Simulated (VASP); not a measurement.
# Si2Ge3 (P4mm) in VASP: relaxation of cell and atoms with PBE

Aim: the relaxation of cell and atoms of Si2Ge3 with PBE.

Everything below comes from runs of VASP 6.6.1. Logs are shortened: lines on timing, memory, paths and dates and some standing lists are left out, and cuts for length are marked.

### Step 1. The cell of the first run

It takes space group P4mm (No. 99, tetragonal). The conventional cell has a = 4.076 Å, b = 4.076 Å, c = 6.483 Å, α = 90.00°, β = 90.00°, γ = 90.00°. Within 3.3 Å of Si (site symmetry 4mm) lie 5 Ge at 2.46 to 2.54 Å. Si (site symmetry 4mm) has 8 Ge at 2.75 to 2.96 Å within 3.6 Å. Ge (site symmetry 2mm) has 4 Si at 2.54 to 2.75 Å and 6 Ge at 2.88 to 3.23 Å within 3.4 Å. Ge (site symmetry 4mm) has 5 Si at 2.46 to 2.96 Å and 4 Ge at 3.23 Å within 3.3 Å.

### Step 2. Relaxation of cell and atoms, PBE

Contents of INCAR:

```
ALGO     = Normal         # electronic algorithm
EDIFF    = 1E-6           # SCF threshold, eV
EDIFFG   = -0.01          # ionic threshold
ENCUT    = 600            # plane-wave cutoff, eV
GGA      = PE             # functional
IBRION   = 2              # ionic algorithm
ISIF     = 3              # what is computed and relaxed
ISMEAR   = 0              # smearing method
LASPH    = True           # aspherical terms in the spheres
LCHARG   = False          # write CHGCAR
LREAL    = False          # projectors in reciprocal space
LWAVE    = False          # write WAVECAR
NELM     = 60             # most SCF steps
NSW      = 100            # ionic steps
PREC     = Accurate       # precision mode
SIGMA    = 0.1            # smearing width, eV
```

Contents of KPOINTS:

```
k-points
0
Gamma
  10 10 6
```

Contents of POSCAR:

```
Si2Ge3
1.0
    4.0761251450      0.0000000000      0.0000000000
    0.0000000000      4.0761251450      0.0000000000
    0.0000000000      0.0000000000      6.4831572154
Si Ge
2 3
Direct
    0.0000000000      0.0000000000      0.7326196612
    0.5000000000      0.5000000000      0.2507804155
    0.5000000000      0.0000000000      0.9669792464
    0.0000000000      0.5000000000      0.9669792464
    0.0000000000      0.0000000000      0.3526413504
```

Potentials or basis: VASP PAW PBE potentials, release 64 (Si, Ge_d).

Started as:

```sh
$ cat potpaw_PBE.64/Si/POTCAR potpaw_PBE.64/Ge_d/POTCAR > POTCAR
$ mpirun -np 1 vasp_std > vasp.out
```

OUTCAR:

```text
EDIFF = 1E-6
   EDIFFG = -0.01
   ENCUT = 600
   GGA = PE
   IBRION = 2
   ISIF = 3
   ISMEAR = 0
   LASPH = True
   LREAL = False
   NELM = 60
   NSW = 100
   PREC = Accurate

 ion  position               nearest neighbor table
   1  0.000  0.000  0.733-   5 2.46   4 2.54   3 2.54   4 2.54   3 2.54
   2  0.500  0.500  0.251-   3 2.75   4 2.75   3 2.75   4 2.75   5 2.96   5 2.96   5 2.96   5 2.96

   3  0.500  0.000  0.967-   1 2.54   1 2.54   2 2.75   2 2.75   4 2.88   4 2.88   4 2.88   4 2.88

   4  0.000  0.500  0.967-   1 2.54   1 2.54   2 2.75   2 2.75   3 2.88   3 2.88   3 2.88   3 2.88

   5  0.000  0.000  0.353-   1 2.46   2 2.96   2 2.96   2 2.96   2 2.96

  LATTYP: Found a simple tetragonal cell.
 ALAT       =     4.0761251450
 C/A-ratio  =     1.5905196687

  Lattice vectors:

 A1 = (   4.0761251450,   0.0000000000,   0.0000000000)
 A2 = (   0.0000000000,   4.0761251450,   0.0000000000)
 A3 = (   0.0000000000,   0.0000000000,   6.4831572154)

Analysis of symmetry for initial positions (statically):
=====================================================================
 Subroutine PRICEL returns:
 Original cell was already a primitive cell.

 Routine SETGRP: Setting up the symmetry group for a
 simple tetragonal supercell.

 Subroutine GETGRP returns: Found  8 space group operations
 (whereof  8 operations were pure point group operations)
 out of a pool of 16 trial point group operations.

The static configuration has the point symmetry C_4v.

Analysis of symmetry for dynamics (positions and initial velocities):
=====================================================================
 Subroutine PRICEL returns:
 Original cell was already a primitive cell.

 Routine SETGRP: Setting up the symmetry group for a
 simple tetragonal supercell.

 Subroutine GETGRP returns: Found  8 space group operations
 (whereof  8 operations were pure point group operations)
 out of a pool of 16 trial point group operations.

The dynamic configuration has the point symmetry C_4v.

 Subroutine INISYM returns: Found  8 space group operations
 (whereof  8 operations are pure point group operations),
 and found     1 'primitive' translations

----------------------------------------------------------------------------------------

[... 119 lines left out ...]
  volume/ion in A,a.u.               =      21.54       145.38
  Fermi-wavevector in a.u.,A,eV,Ry     =   1.267567  2.395355 21.860841  1.606726
  Thomas-Fermi vector in A             =   2.400708
   LORBIT       =      0    0 simple, 1 ext, 2 COOP (PROOUT), +10 PAW based schemes
   GGA     = PE    functional components
   LHFCALC =     F    Hartree Fock is set to
   AEXX    =    0.0000 exact exchange contribution
   IVDW    =     0    specifies the selected vdW correction
   LEPSILON=     F    determine dielectric tensor
   LRPA    =     F    only Hartree local field effects (RPA)
 conjugate gradient relaxation of ions
 non-spin polarized calculation
 Gauss-broadening in eV      SIGMA  =   0.10
  energy-cutoff  :      600.00
  volume of cell :      107.72
 maximum number of plane-waves:      3616
 NGX is ok and might be reduce to    36
   NGX = 17   NGY = 17   NGZ = 25

--------------------------------------- Ionic step        1  -------------------------------------------

 number of electron      49.9999999 magnetization

 Free energy of the ion-electron system (eV)
  ---------------------------------------------------
  ext. energy  EPLUGINS =         0.00000000
  ---------------------------------------------------
  free energy    TOTEN  =       -21.84750981 eV

  energy without entropy =      -21.83588191  energy(sigma->0) =      -21.84169586

------------------------ aborting loop because EDIFF is reached ----------------------------------------

  FORCE on cell =-STRESS in cart. coord.  units (eV):
  Direction    XX          YY          ZZ          XY          YZ          ZX
  --------------------------------------------------------------------------------------
  -------------------------------------------------------------------------------------
  Total        0.1516485      0.1516485      0.1663009      0.0000000      0.0000000     -0.0000000
  in kB        2.2556266      2.2556266      2.4735664      0.0000000      0.0000000     -0.0000000
  external PRESSURE =       2.3282732 kB  Pullay stress =       0.0000000 kB
[... 98 lines left out ...]
  FREE ENERGIE OF THE ION-ELECTRON SYSTEM (eV)
  ---------------------------------------------------
  free  energy   TOTEN  =       -21.8505730267 eV

  energy  without entropy=      -21.8393998148  energy(sigma->0) =      -21.84498642

[... ionic steps 4 to 19 ...]

--------------------------------------- Ionic step       20  -------------------------------------------

 number of electron      50.0000016 magnetization

------------------------ aborting loop because EDIFF is reached ----------------------------------------
[... 73 lines left out ...]
--------------------------------------- Ionic step       22  -------------------------------------------

 number of electron      50.0000016 magnetization

 Free energy of the ion-electron system (eV)
  ---------------------------------------------------
  ext. energy  EPLUGINS =         0.00000000
  ---------------------------------------------------
  free energy    TOTEN  =       -21.85438790 eV

  energy without entropy =      -21.84337393  energy(sigma->0) =      -21.84888092

 E-fermi :   5.2529     XC(G=0):  -9.8368

 val. band max:        5.2369118563   @ k =   0.4000   0.2000   0.1667
 cond. band min:       5.2677022772   @ k =   0.5000   0.5000   0.3333
 fundamental gap:      0.0307904209
 Fermi energy:         5.2528521205

 k-point     1 :       0.0000    0.0000    0.0000
  band No.  band energies     occupation
      1     -19.5536      2.00000
      2     -19.5201      2.00000
      3     -19.4647      2.00000
      4     -19.4647      2.00000
      5     -19.4614      2.00000
      6     -19.4278      2.00000
[... 781 lines left out ...]
     29       8.0163      0.00000
     30       8.4167      0.00000

 [... further k-points ...]

------------------------ aborting loop because EDIFF is reached ----------------------------------------

  FORCE on cell =-STRESS in cart. coord.  units (eV):
  Direction    XX          YY          ZZ          XY          YZ          ZX
  --------------------------------------------------------------------------------------
  -------------------------------------------------------------------------------------
  Total       -0.0034282     -0.0034282     -0.0360809      0.0000000      0.0000000      0.0000000
  in kB       -0.0503147     -0.0503147     -0.5295520      0.0000000      0.0000000      0.0000000
  external PRESSURE =      -0.2100605 kB  Pullay stress =       0.0000000 kB
[... 20 lines left out ...]
  FREE ENERGIE OF THE ION-ELECTRON SYSTEM (eV)
  ---------------------------------------------------
  free  energy   TOTEN  =       -21.8543879035 eV

  energy  without entropy=      -21.8433739274  energy(sigma->0) =      -21.84888092

 reached required accuracy - stopping structural energy minimisation
```

OSZICAR:

```text
N       E                     dE             d eps       ncg     rms          rms(c)
DAV:   1     0.468110845941E+03    0.46811E+03   -0.26863E+04  5620   0.420E+03
DAV:   2     0.591545041051E+02   -0.40896E+03   -0.39828E+03  5040   0.907E+02
DAV:   3    -0.175296797926E+02   -0.76684E+02   -0.75219E+02  5790   0.215E+02
DAV:   4    -0.219350121998E+02   -0.44053E+01   -0.43465E+01  6052   0.587E+01
[... 150 lines left out ...]
DAV:   2    -0.218543883931E+02    0.18820E-05   -0.10727E-05  5782   0.400E-02    0.574E-03
DAV:   3    -0.218543875766E+02    0.81650E-06   -0.17009E-06  2594   0.222E-02
  21 F= -.21854388E+02 E0= -.21848882E+02  d E =-.531744E-05
       N       E                     dE             d eps       ncg     rms          rms(c)
DAV:   1    -0.218543882211E+02    0.17205E-06   -0.82680E-05  6868   0.725E-02    0.516E-03
DAV:   2    -0.218543879035E+02    0.31758E-06   -0.23362E-06  3318   0.222E-02
  22 F= -.21854388E+02 E0= -.21848881E+02  d E =-.564432E-05
```

It took 26 min on 1 thread of Intel Xeon 6975P-C (Granite Rapids), shared host; peak memory 0.46 GiB.

Results:

| Item | Value |
| --- | --- |
| Free energy | -21.8544 eV |
| Relaxed volume | 21.83 Å³/atom |
| Relaxed cell | a = 4.114 Å, b = 4.114 Å, c = 6.451 Å, α = 90.00°, β = 90.00°, γ = 90.00° |
| Space group after relaxing (to 0.05 Å) | P4mm (No. 99) |
| Energy gained by relaxing | 1.4 meV/atom |
| Ionic steps | 22 |
| Pressure after relaxing | 0.0 GPa |
| Largest force after relaxing | 0.007 eV/Å |
| Band gap on the k mesh | zero (band 25 reaches 5.47 eV, above the bottom of band 26 at 3.93 eV) |

Forces on the atoms (eV/Å):
```
Si   0.000  0.000  0.002
Si   0.000  0.000  0.006
Ge   0.000  0.000  0.000
Ge   0.000  0.000  0.000
Ge   0.000  0.000 -0.007
```

Step by step:
```csv
step,energy change (eV),largest force (eV/Å),pressure (GPa),volume (Å³)
1,0.0000,0.1386,0.23,107.72
2,-0.0023,0.1234,0.05,108.21
3,-0.0031,0.1021,-0.24,108.89
4,-0.0047,0.0701,-0.09,108.64
5,-0.0050,0.0577,0.02,108.53
6,-0.0050,0.0512,0.19,108.48
7,-0.0058,0.0470,-0.02,108.87
8,-0.0060,0.0537,-0.05,109.07
9,-0.0067,0.0195,0.01,108.98
10,-0.0068,0.0208,0.04,108.94
11,-0.0068,0.0215,0.09,108.92
12,-0.0068,0.0170,-0.07,109.22
13,-0.0069,0.0150,0.03,109.09
14,-0.0069,0.0166,-0.07,109.15
15,-0.0069,0.0154,0.03,109.12
16,-0.0069,0.0164,-0.06,109.13
17,-0.0069,0.0154,0.03,109.13
18,-0.0069,0.0055,-0.05,109.17
19,-0.0069,0.0132,0.03,109.15
20,-0.0069,0.0059,-0.12,109.17
21,-0.0069,0.0114,0.01,109.16
22,-0.0069,0.0071,-0.02,109.16
```

Final structure:
```xyz
5
Lattice="4.1137 0.0000 0.0000 0.0000 4.1137 0.0000 0.0000 0.0000 6.4510" Properties=species:S:1:pos:R:3 pbc="T T T"
Si    0.0000    4.1137    4.7468
Si    2.0568    2.0568    1.5661
Ge    2.0568    0.0000    6.2555
Ge    0.0000    2.0568    6.2555
Ge    0.0000    0.0000    2.2709
```
